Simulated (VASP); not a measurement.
# BeZn2TeS2 (P6/mmm) in VASP: relaxation of cell and atoms with PBE

Aim: the relaxation of cell and atoms of BeZn2TeS2 with PBE.

Program: VASP 6.6.1. These are calculated values, not measurements. Logs are shortened: lines on timing, memory, paths and dates and some standing lists are left out, and cuts for length are marked.

**1. The cell of the first run**

It takes space group P6/mmm (No. 191, hexagonal). Conventional cell: a = 4.764 Å, b = 4.764 Å, c = 5.418 Å, α = 90.00°, β = 90.00°, γ = 120.00°. Within 3.6 Å of Be (site symmetry 6/mmm) lie 2 Te at 2.71 Å and 6 Zn at 2.75 Å. Zn (site symmetry -6m2) has 2 S at 2.71 Å and 3 Zn at 2.75 Å and 3 Be at 2.75 Å within 3.6 Å. Within 3.6 Å of Te (site symmetry 6/mmm) lie 2 Be at 2.71 Å and 6 S at 2.75 Å. S (site symmetry -6m2) has 2 Zn at 2.71 Å and 3 S at 2.75 Å and 3 Te at 2.75 Å within 3.6 Å.

The cell was generated, and may not be a known phase.

**2. Relaxation of cell and atoms, PBE**

File INCAR:

```
SYSTEM = BeZn2TeS2
PREC     = Accurate       ! precision mode
ENCUT    = 600            ! plane-wave cutoff, eV
EDIFF    = 1E-6           ! SCF threshold, eV
ISMEAR   = 0              ! smearing method
SIGMA    = 0.1            ! smearing width, eV
LREAL    = .FALSE.        ! projectors in reciprocal space
LASPH    = .TRUE.         ! aspherical terms in the spheres
NELM     = 100            ! most SCF steps
ALGO     = Normal         ! electronic algorithm
ISIF     = 3              ! what is computed and relaxed
LWAVE    = .FALSE.        ! write WAVECAR
LCHARG   = .FALSE.        ! write CHGCAR
GGA      = PE             ! functional
IBRION   = 2              ! ionic algorithm
NSW      = 100            ! ionic steps
EDIFFG   = -0.01          ! ionic threshold
LUSENCCL = .FALSE.
```

File KPOINTS:

```
Automatic mesh
0
G
  12 12 8
  0 0 0
```

File POSCAR:

```
BeZn2TeS2
1.0
    4.7641025757      0.0000000000      0.0000000000
   -2.3820512879      4.1258338568      0.0000000000
    0.0000000000      0.0000000000      5.4175284707
Be Zn Te S
1 2 1 2
Direct
    0.0000000000      0.0000000000      0.5000000000
    0.3333333333      0.6666666667      0.5000000000
    0.6666666667      0.3333333333      0.5000000000
    0.0000000000      0.0000000000      0.0000000000
    0.3333333333      0.6666666667      0.0000000000
    0.6666666667      0.3333333333      0.0000000000
```

Potentials or basis: VASP PAW PBE potentials, release 64 (Be, Zn, Te, S).

Run with:

```
$ cat potpaw_PBE.64/Be/POTCAR potpaw_PBE.64/Zn/POTCAR potpaw_PBE.64/Te/POTCAR potpaw_PBE.64/S/POTCAR > POTCAR
$ mpirun -np 1 vasp_std > vasp.out
```

OUTCAR:

```text
SYSTEM = BeZn2TeS2
   PREC = Accurate
   ENCUT = 600
   EDIFF = 1E-6
   ISMEAR = 0
   LREAL = .FALSE.
   LASPH = .TRUE.
   NELM = 100
   ISIF = 3
   GGA = PE
   IBRION = 2
   NSW = 100
   EDIFFG = -0.01

 ion  position               nearest neighbor table
   1  0.000  0.000  0.500-   4 2.71   4 2.71
   2  0.333  0.667  0.500-   5 2.71   5 2.71   3 2.75   3 2.75   3 2.75
   3  0.667  0.333  0.500-   6 2.71   6 2.71   2 2.75   2 2.75   2 2.75
   4  0.000  0.000  0.000-   1 2.71   1 2.71   6 2.75   5 2.75   6 2.75   5 2.75   6 2.75   5 2.75

   5  0.333  0.667  0.000-   2 2.71   2 2.71   6 2.75   6 2.75   4 2.75   4 2.75   4 2.75   6 2.75

   6  0.667  0.333  0.000-   3 2.71   3 2.71   5 2.75   5 2.75   4 2.75   4 2.75   4 2.75   5 2.75

  LATTYP: Found a hexagonal cell.
 ALAT       =     4.7641025757
 C/A-ratio  =     1.1371561348

  Lattice vectors:

 A1 = (   4.7641025757,   0.0000000000,   0.0000000000)
 A2 = (  -2.3820512879,   4.1258338568,   0.0000000000)
 A3 = (   0.0000000000,   0.0000000000,   5.4175284707)

Analysis of symmetry for initial positions (statically):
=====================================================================
 Subroutine PRICEL returns:
 Original cell was already a primitive cell.

 Routine SETGRP: Setting up the symmetry group for a
 hexagonal supercell.

 Subroutine GETGRP returns: Found 24 space group operations
 (whereof 24 operations were pure point group operations)
 out of a pool of 24 trial point group operations.

The static configuration has the point symmetry D_6h.

Analysis of symmetry for dynamics (positions and initial velocities):
=====================================================================
 Subroutine PRICEL returns:
 Original cell was already a primitive cell.

 Routine SETGRP: Setting up the symmetry group for a
 hexagonal supercell.

 Subroutine GETGRP returns: Found 24 space group operations
 (whereof 24 operations were pure point group operations)
 out of a pool of 24 trial point group operations.

The dynamic configuration has the point symmetry D_6h.

 Subroutine INISYM returns: Found 24 space group operations
 (whereof 24 operations are pure point group operations),
 and found     1 'primitive' translations

----------------------------------------------------------------------------------------

                                     Primitive cell

  volume of cell :     106.4864

  direct lattice vectors                    reciprocal lattice vectors
     4.764102576  0.000000000  0.000000000     0.209903121  0.121187623 -0.000000000
    -2.382051288  4.125833857  0.000000000     0.000000000  0.242375247  0.000000000
     0.000000000  0.000000000  5.417528471     0.000000000 -0.000000000  0.184586017

  length of vectors
     4.764102576  4.764102576  5.417528471     0.242375247  0.242375247  0.184586017

  position of ions in fractional coordinates (direct lattice)
     0.000000000  0.000000000  0.500000000
     0.333333333  0.666666667  0.500000000
     0.666666667  0.333333333  0.500000000
     0.000000000  0.000000000  0.000000000
     0.333333333  0.666666667  0.000000000
     0.666666667  0.333333333  0.000000000

  ion indices of the primitive-cell ions
   primitive index   ion index
                 1           1
                 2           2
                 3           3
                 4           4
                 5           5
                 6           6

----------------------------------------------------------------------------------------

 KPOINTS: Automatic mesh

Automatic generation of k-mesh.
 Grid dimensions read from file:
 generate k-points for:   12   12    8

 Generating k-lattice:

  Cartesian coordinates                     Fractional coordinates (reciprocal lattice)
     0.017491927  0.010098969 -0.000000000     0.083333333 -0.000000000  0.000000000
     0.000000000  0.020197937  0.000000000     0.000000000  0.083333333  0.000000000
     0.000000000 -0.000000000  0.023073252     0.000000000  0.000000000  0.125000000

  Length of vectors
     0.020197937  0.020197937  0.023073252

  Shift w.r.t. Gamma in fractional coordinates (k-lattice)
     0.000000000  0.000000000  0.000000000

 Subroutine IBZKPT returns following result:
 ===========================================

 Found     95 irreducible k-points:

 Following reciprocal coordinates:
            Coordinates               Weight
  0.000000  0.000000  0.000000      1.000000
  0.083333  0.000000  0.000000      6.000000
  0.166667  0.000000  0.000000      6.000000
  0.250000  0.000000  0.000000      6.000000
  0.333333  0.000000  0.000000      6.000000
  0.416667  0.000000  0.000000      6.000000
[... 16 lines left out ...]
  0.250000  0.000000  0.125000     12.000000
  0.333333  0.000000  0.125000     12.000000
 [... further k-points ...]
   k-points           NKPTS =     95   k-points in BZ     NKDIM =     95   number of bands    NBANDS=     26
   number of dos      NEDOS =    301   number of ions     NIONS =      6
   total plane-waves  NPLWV =  76800
   dimension x,y,z NGX =    40 NGY =   40 NGZ =   48
   dimension x,y,z NGXF=    80 NGYF=   80 NGZF=   96
   ions per type =               1   2   1   2
   NGX,Y,Z   is equivalent  to a cutoff of  13.96, 13.96, 14.73 a.u.
   NGXF,Y,Z  is equivalent  to a cutoff of  27.92, 27.92, 29.46 a.u.
 SYSTEM =  BeZn2TeS2
   PREC   = accura    normal or accurate (medium, high low for compatibility)
   ISTART =      0    job   : 0-new  1-cont  2-samecut
   ICHARG =      2    charge: 1-file 2-atom 10-const
   ISPIN  =      1    spin polarized calculation?
   LNONCOLLINEAR =      F non collinear calculations
   LSORBIT =      F    spin-orbit coupling
   LASPH  =      T    aspherical Exc in radial PAW
   ENCUT  =  600.0 eV  44.10 Ry    6.64 a.u.   9.52  9.52 10.82*2*pi/ulx,y,z
   NELM   =    100;   NELMIN=  2; NELMDL= -5     # of ELM steps
   EDIFF  = 0.1E-05   stopping-criterion for ELM
   LREAL  =      F    real-space projection
   EDIFFG = -.1E-01   stopping-criterion for IOM
   NSW    =    100    number of steps for IOM
   IBRION =      2    ionic relax: 0-MD 1-quasi-New 2-CG
   NFREE  =      1    steps in history (QN), initial steepest desc. (CG)
   ISIF   =      3    stress and relaxation
   ISYM   =      2    0-nonsym 1-usesym 2-fastsym
   POTIM  = 0.5000    time-step for ionic-motion
   TEBEG  =    0.0;   TEEND  =   0.0 temperature during run
   PSTRESS=    0.0 pullay stress
   NELECT =      44.0000    total number of electrons
   NUPDOWN=      -1.0000    fix difference up-down
   EMIN   =  10.00;   EMAX   =-10.00  energy-range for DOS
   EFERMI =   0.00;   METHOD = LEGACY
   ISMEAR =     0;   SIGMA  =   0.10  broadening in eV -4-tet -1-fermi 0-gaus
   EFERMI_NEDOS =   21; number of points for ismear=-14 and -15
   IALGO  =     38    algorithm
   IMIX   =      4    mixing-type and parameters
     AMIX     =   0.40;   BMIX     =  1.00
     AMIX_MAG =   1.60;   BMIX_MAG =  1.00
  volume/ion in A,a.u.               =      17.75       119.77
  Fermi-wavevector in a.u.,A,eV,Ry     =   1.219348  2.304234 20.229276  1.486810
  Thomas-Fermi vector in A             =   2.354603
   LORBIT       =      0    0 simple, 1 ext, 2 COOP (PROOUT), +10 PAW based schemes
   GGA     = PE    functional components
   LHFCALC =     F    Hartree Fock is set to
   AEXX    =    0.0000 exact exchange contribution
   IVDW    =     0    specifies the selected vdW correction
   LEPSILON=     F    determine dielectric tensor
   LRPA    =     F    only Hartree local field effects (RPA)
 conjugate gradient relaxation of ions
 non-spin polarized calculation
 Gauss-broadening in eV      SIGMA  =   0.10
  energy-cutoff  :      600.00
  volume of cell :      106.49
 maximum number of plane-waves:      3591
 NGX is ok and might be reduce to    40
   NGX = 19   NGY = 19   NGZ = 21

--------------------------------------- Ionic step        1  -------------------------------------------

 number of electron      43.9999990 magnetization

 Free energy of the ion-electron system (eV)
  ---------------------------------------------------
  ext. energy  EPLUGINS =         0.00000000
  ---------------------------------------------------
  free energy    TOTEN  =       -15.20321483 eV

  energy without entropy =      -15.18850790  energy(sigma->0) =      -15.19586136

------------------------ aborting loop because EDIFF is reached ----------------------------------------

  FORCE on cell =-STRESS in cart. coord.  units (eV):
  Direction    XX          YY          ZZ          XY          YZ          ZX
  --------------------------------------------------------------------------------------
  -------------------------------------------------------------------------------------
  Total        0.0958065      0.0958065     -0.4825567     -0.0000000     -0.0000000      0.0000000
  in kB        1.4414890      1.4414890     -7.2604732     -0.0000000     -0.0000000      0.0000000
  external PRESSURE =      -1.4591651 kB  Pullay stress =       0.0000000 kB
[... 65 lines left out ...]
  energy  without entropy=      -15.1893819353  energy(sigma->0) =      -15.19708729

--------------------------------------- Ionic step        3  -------------------------------------------

 number of electron      43.9999996 magnetization

 Free energy of the ion-electron system (eV)
  ---------------------------------------------------
  ext. energy  EPLUGINS =         0.00000000
  ---------------------------------------------------
  free energy    TOTEN  =       -15.20578528 eV

  energy without entropy =      -15.18941369  energy(sigma->0) =      -15.19759949

 E-fermi :   5.4519     XC(G=0): -10.5271

 val. band max:        5.4485795065   @ k =   0.3333   0.2500   0.5000
 cond. band min:       5.4538736289   @ k =   0.3333   0.0000   0.1250
 fundamental gap:      0.0052941225
 Fermi energy:         5.4518807791

 k-point     1 :       0.0000    0.0000    0.0000
  band No.  band energies     occupation
      1     -10.2292      2.00000
      2      -5.7222      2.00000
      3      -4.1147      2.00000
      4      -1.5672      2.00000
      5      -1.2924      2.00000
      6      -1.2924      2.00000
[... 685 lines left out ...]
     25       7.3190      0.00000
     26       8.1799      0.00000

 [... further k-points ...]

------------------------ aborting loop because EDIFF is reached ----------------------------------------

  FORCE on cell =-STRESS in cart. coord.  units (eV):
  Direction    XX          YY          ZZ          XY          YZ          ZX
  --------------------------------------------------------------------------------------
  -------------------------------------------------------------------------------------
  Total        0.0451248      0.0451248     -0.0383681     -0.0000000     -0.0000000      0.0000000
  in kB        0.6828685      0.6828685     -0.5806205     -0.0000000     -0.0000000      0.0000000
  external PRESSURE =       0.2617055 kB  Pullay stress =       0.0000000 kB
[... 21 lines left out ...]
  FREE ENERGIE OF THE ION-ELECTRON SYSTEM (eV)
  ---------------------------------------------------
  free  energy   TOTEN  =       -15.2057852836 eV

  energy  without entropy=      -15.1894136930  energy(sigma->0) =      -15.19759949

 reached required accuracy - stopping structural energy minimisation
```

Wall time 5.6 min (1 × NVIDIA H100 80GB with 1 thread of AMD EPYC 7R13 (Zen 3), shared host); peak memory 1.6 GiB.

What came out:

```yaml
Free_energy: -15.2058 eV
Relaxed_volume: 17.65 Å³/atom
Relaxed_cell: a = 4.773 Å, b = 4.773 Å, c = 5.366 Å, α = 90.00°, β = 90.00°, γ = 120.00°
Space_group_after_relaxing_to_0.1_Å: P6/mmm (No. 191)
Energy_gained_by_relaxing: 0.4 meV/atom
Ionic_steps: 3
Pressure_after_relaxing: 0.0 GPa
Band_gap_on_the_k_mesh: zero (bands 22 and 23 overlap by 2.73 eV)
```

The path:
```csv
step,energy change (eV),largest force (eV/Å),pressure (GPa),volume (Å³)
1,0.0000,0.0000,-0.15,106.49
2,-0.0016,0.0000,-0.08,106.24
3,-0.0026,0.0000,0.03,105.87
```

Final structure:
```
Be Zn Te S
1.0
     4.77308    0.00000    0.00000
    -2.38654    4.13360    0.00000
     0.00000    0.00000    5.36613
Be Zn Te S
1 2 1 2
Cartesian
  0.0000 0.0000 2.6831
  0.0000 2.7557 2.6831
  2.3865 1.3779 2.6831
  0.0000 0.0000 0.0000
  0.0000 2.7557 0.0000
  2.3865 1.3779 0.0000
```

Caveat: spin-orbit coupling is left out, which moves the levels of the heavy elements.
